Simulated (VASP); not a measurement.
ErTl3Br:

```
Er Tl Br
1.0
     4.30913    0.00000    0.00000
     0.00000    4.30913    0.00000
     0.00000    0.00000    9.09434
Er Tl Br
1 3 1
Cartesian
  0.0000 0.0000 0.0000
  2.1546 2.1546 1.5151
  2.1546 2.1546 7.5793
  2.1546 2.1546 4.5472
  0.0000 0.0000 4.5472
```

The cell was generated, and may not be a known phase.

| Item | Value |
| --- | --- |
| Program | VASP 6.6.1 |
| Task | relaxation of cell and atoms |
| Functional | PBE |
| Potentials or basis | VASP PAW PBE potentials, release 64 (Er_3, Tl_d, Br), 4f in core |
| Cutoff | 500 eV |
| k mesh | 10 × 10 × 4 |
| Occupations | gaussian, width 0.1 eV |
| Spin | no spin polarisation |

At the start: pressure 0.2 GPa; volume 33.77 Å³/atom.

Problem. Where does the relaxation end?

Solution. Over 9 steps the energy falls by 10.9 meV/atom and the volume is 34.20 Å³/atom (+1.3 %); space group P4/mmm (No. 123, to 0.1 Å) before and after.

The path:
```tsv
step	energy change (eV)	largest force (eV/Å)	pressure (GPa)	volume (Å³)
1	0.0000	0.1580	0.20	168.87
2	-0.0333	0.1071	0.07	169.89
3	-0.0531	0.0515	-0.03	171.23
4	-0.0538	0.0427	-0.04	171.50
5	-0.0538	0.0413	-0.04	171.55
6	-0.0541	0.0325	-0.01	171.28
7	-0.0543	0.0176	0.03	170.82
8	-0.0543	0.0130	0.05	170.68
9	-0.0544	0.0047	-0.02	171.01
```

Final structure:
```
CELL_PARAMETERS angstrom
4.23757 0.00000 0.00000
0.00000 4.23757 0.00000
0.00000 0.00000 9.52309
ATOMIC_POSITIONS crystal
Er 0.00000 0.00000 0.00000
Tl 0.50000 0.50000 0.17018
Tl 0.50000 0.50000 0.82982
Tl 0.50000 0.50000 0.50000
Br 0.00000 0.00000 0.50000
```

Caveat: an odd number of electrons without spin polarisation forces a metal; a magnetic or distorted state may lie lower; the run has no spin polarisation, though such a crystal can be magnetic.
